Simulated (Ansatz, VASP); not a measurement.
Two plane-wave programs on Zr3SeS2

File INCAR:

```
SYSTEM = Zr3SeS2
  ALGO = Normal
  EDIFF = 1E-7
  EDIFFG = -0.04
  ENCUT = 600
  GGA = PE
  IBRION = 2
  ISIF = 3
  ISMEAR = 0
  LASPH = .TRUE.
  LCHARG = .FALSE.
  LREAL = .FALSE.
  LWAVE = .FALSE.
  NELM = 80
  NSW = 90
  PREC = Accurate
  SIGMA = 0.1
```

Contents of KPOINTS:

```
k-points
0
G
  3 3 6
  0 0 0
```

The input POSCAR:

```
Zr3SeS2
1.0
    8.2642889732      0.0000000000      0.0000000000
   -4.1321444866      7.1570841950      0.0000000000
    0.0000000000      0.0000000000      3.2011908018
Zr Se S
3 1 2
Direct
    0.5000000000      0.0000000000      0.5000000000
    0.0000000000      0.5000000000      0.5000000000
    0.5000000000      0.5000000000      0.5000000000
    0.0000000000      0.0000000000      0.5000000000
    0.3333333333      0.6666666667      0.5000000000
    0.6666666667      0.3333333333      0.5000000000
```

Input for Ansatz:

```yaml
crystal:
  lattice:
    - [8.2642904074, 0.0, 0.0]
    - [-4.1321452037, 7.1570854371, 0.0]
    - [0.0, 0.0, 3.2011869706]
  atoms:
    - { symbol: Zr, position: [0.5, 0.0, 0.5] }
    - { symbol: Zr, position: [0.0, 0.5, 0.5] }
    - { symbol: Zr, position: [0.5, 0.5, 0.5] }
    - { symbol: Se, position: [0.0, 0.0, 0.5] }
    - { symbol: S, position: [0.3333333333, 0.6666666667, 0.5] }
    - { symbol: S, position: [0.6666666667, 0.3333333333, 0.5] }
basis:
  ecutwfc: 420
kpoints:
  mp_grid: { grid: [3, 3, 6] }
hamiltonian:
  xc: pbe
scf:
  occupations: { method: gaussian, width: 0.1 }
  lower_state_search: "off"
output:
  forces: true
  stress: true
  eigenvalues: true
relax:
  adjacent_minimum: "off"
  f_tol: 0.04
  max_steps: 70
  cell: { stress_tol: 0.4 }
```

Alike in both runs: task relaxation of cell and atoms; functional PBE; k mesh 3 × 3 × 6; occupations gaussian, width 0.1 eV; no spin polarisation.

|  | VASP | Ansatz |
| --- | --- | --- |
| version | VASP 6.6.1 | Ansatz 0.2.0 |
| potentials or method | VASP PAW PBE potentials, release 64 (Zr_sv, Se, S), cutoff 600 eV | scalar-relativistic, plane waves, PAW |
| valence electrons in the cell | 54 | 64 |

```csv
,VASP,Ansatz,Ansatz less VASP
"gap on the k mesh at the Fermi level, each at its own relaxed structure (eV)",none,none,-
relaxed volume (Å³/atom),30.89,30.98,+0.082
relaxed cell length with the largest relative difference (Å),8.283,8.290,+0.0077
```

A gap of «none» marks a metal or a gap that the smearing closes. VASP's potentials hold 54 valence electrons a cell and Ansatz's 64, so a difference there can come from the potentials and not from the codes.
